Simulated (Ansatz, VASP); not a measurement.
SrO: VASP beside Ansatz

File POSCAR:

```
SrO
1.0
    0.0000000000      2.7922810265      2.7922810265
    2.7922810265      0.0000000000      2.7922810265
    2.7922810265      2.7922810265      0.0000000000
Sr O
1 1
Direct
    0.0000000000      0.0000000000      0.0000000000
    0.2500000000      0.2500000000      0.2500000000
```

Contents of INCAR.step1:

```
SYSTEM = SrO
PREC = Accurate
ENCUT = 520
EDIFF = 1E-5
ISMEAR = 0
SIGMA = 0.01
LREAL = .False.
LASPH = .True.
NELM = 60
ALGO = Normal
ISIF = 2
LWAVE = .True.
NBANDS = 15
GGA = PE
```

INCAR.step2

```
SYSTEM = SrO
PREC = Accurate
ENCUT = 520
EDIFF = 1E-6
ISMEAR = 0
SIGMA = 0.01
LREAL = .False.
LASPH = .True.
NELM = 60
ALGO = Normal
ISIF = 2
LWAVE = .False.
LCHARG = .True.
GGA = PE
LHFCALC = .True.
HFSCREEN = 0.2079
PRECFOCK = Normal
LELF = .True.
LVHAR = .True.
NBANDS = 15
ISTART = 1
```

KPOINTS

```
Automatic mesh
0
Gamma
  6 6 6
  0 0 0
```

Input for Ansatz:

```yaml
crystal:
  lattice:
    - [0.0, 2.7922810265, 2.7922810265]
    - [2.7922810265, 0.0, 2.7922810265]
    - [2.7922810265, 2.7922810265, 0.0]
  atoms:
    - { symbol: Sr, position: [0.0, 0.0, 0.0] }
    - { symbol: O, position: [0.25, 0.25, 0.25] }
kpoints:
  mp_grid: { grid: [6, 6, 6] }
  band_path:
    path:
      - [0.0, 0.0, 0.0]
      - [-0.5, -0.5, 0.0]
      - [-0.375, -0.375, 0.25]
      - [-0.375, 0.0, 0.375]
      - [0.0, 0.0, 0.5]
      - [-0.5, -0.25, 0.25]
    npoints: 1
hamiltonian:
  xc: hse06
scf:
  occupations: { method: fixed }
  n_extra_bands: 4
output:
  forces: true
  stress: true
  eigenvalues: true
```

Alike in both runs: task single point; functional HSE06; k mesh 6 × 6 × 6; no spin polarisation.

|  | VASP | Ansatz |
| --- | --- | --- |
| version | VASP 6.6.1 | Ansatz 0.2.0 |
| potentials or method | VASP PAW PBE potentials, release 64 (Sr_sv, O) | plane waves, PAW |
| plane-wave cutoff (eV) | 520 | 420 |
| occupations | gaussian, width 0.01 eV | fixed |
| valence electrons in the cell | 16 | 16 |

Ansatz gave:

```
gap on the k mesh at the Fermi level (eV) : 3.85
pressure (GPa)                            : -0.3
```

What did VASP give for the same quantities?

gap on the k mesh at the Fermi level (eV): 3.86; pressure (GPa): 0.1.

Ansatz's warnings: stress exchange threshold loose, stress scf threshold loose.
